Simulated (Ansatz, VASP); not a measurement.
# Two plane-wave programs on Cd4Se3S

INCAR

```
SYSTEM = Cd4Se3S
PREC     = Accurate       ! precision mode
ENCUT    = 520            ! plane-wave cutoff, eV
EDIFF    = 1E-6           ! SCF threshold, eV
ISMEAR   = 0              ! smearing method
SIGMA    = 0.1            ! smearing width, eV
LREAL    = .FALSE.        ! projectors in reciprocal space
LASPH    = .TRUE.         ! aspherical terms in the spheres
NELM     = 80             ! most SCF steps
ALGO     = Normal         ! electronic algorithm
ISIF     = 2              ! what is computed and relaxed
LWAVE    = .FALSE.        ! write WAVECAR
LCHARG   = .FALSE.        ! write CHGCAR
GGA      = PE             ! functional
NBANDS   = 46             ! bands
```

KPOINTS

```
regular mesh
0
G
  4 4 4
  0 0 0
```

File POSCAR:

```
Cd4Se3S
1.0
    6.1279354000      0.0000000000      0.0000000000
    0.0000000000      6.1279354000      0.0000000000
    0.0000000000      0.0000000000      6.1279354000
Cd Se S
4 3 1
Direct
    0.7560960000      0.7560960000      0.2439040000
    0.7560960000      0.2439040000      0.7560960000
    0.2439040000      0.7560960000      0.7560960000
    0.2439040000      0.2439040000      0.2439040000
    0.0000000000      0.5000000000      0.5000000000
    0.5000000000      0.0000000000      0.5000000000
    0.5000000000      0.5000000000      0.0000000000
    0.0000000000      0.0000000000      0.0000000000
```

Input for Ansatz:

```yaml
crystal:
  lattice:
    - [6.1279354, 0.0, 0.0]
    - [0.0, 6.1279354, 0.0]
    - [0.0, 0.0, 6.1279354]
  atoms:
    - { symbol: Cd, position: [0.756096, 0.756096, 0.243904] }
    - { symbol: Cd, position: [0.756096, 0.243904, 0.756096] }
    - { symbol: Cd, position: [0.243904, 0.756096, 0.756096] }
    - { symbol: Cd, position: [0.243904, 0.243904, 0.243904] }
    - { symbol: Se, position: [0.0, 0.5, 0.5] }
    - { symbol: Se, position: [0.5, 0.0, 0.5] }
    - { symbol: Se, position: [0.5, 0.5, 0.0] }
    - { symbol: S, position: [0.0, 0.0, 0.0] }
basis:
  ecutwfc: 420
kpoints:
  mp_grid: { grid: [4, 4, 4] }
hamiltonian:
  xc: pbe
scf:
  occupations: { method: gaussian, width: 0.1 }
  lower_state_search: "off"
output:
  forces: true
  stress: true
  eigenvalues: true
```

Alike in both runs: task single point; functional PBE; k mesh 4 × 4 × 4; occupations gaussian, width 0.1 eV; no spin polarisation.

|  | VASP | Ansatz |
| --- | --- | --- |
| version | VASP 6.6.1 | Ansatz 0.2.0 |
| potentials or method | VASP PAW PBE potentials, release 64 (Cd, Se, S), cutoff 520 eV | scalar-relativistic, plane waves, PAW |
| valence electrons in the cell | 72 | 134 |

Ansatz gave:

- gap on the k mesh at the Fermi level (eV): 0.60
- least direct gap on the mesh (eV): 0.60
- pressure (GPa): 0.0

Which values does VASP return?

gap on the k mesh at the Fermi level (eV): 0.60; least direct gap on the mesh (eV): 0.60; pressure (GPa): 0.3.

VASP's potentials hold 72 valence electrons a cell and Ansatz's 134, so a difference there can come from the potentials and not from the codes.
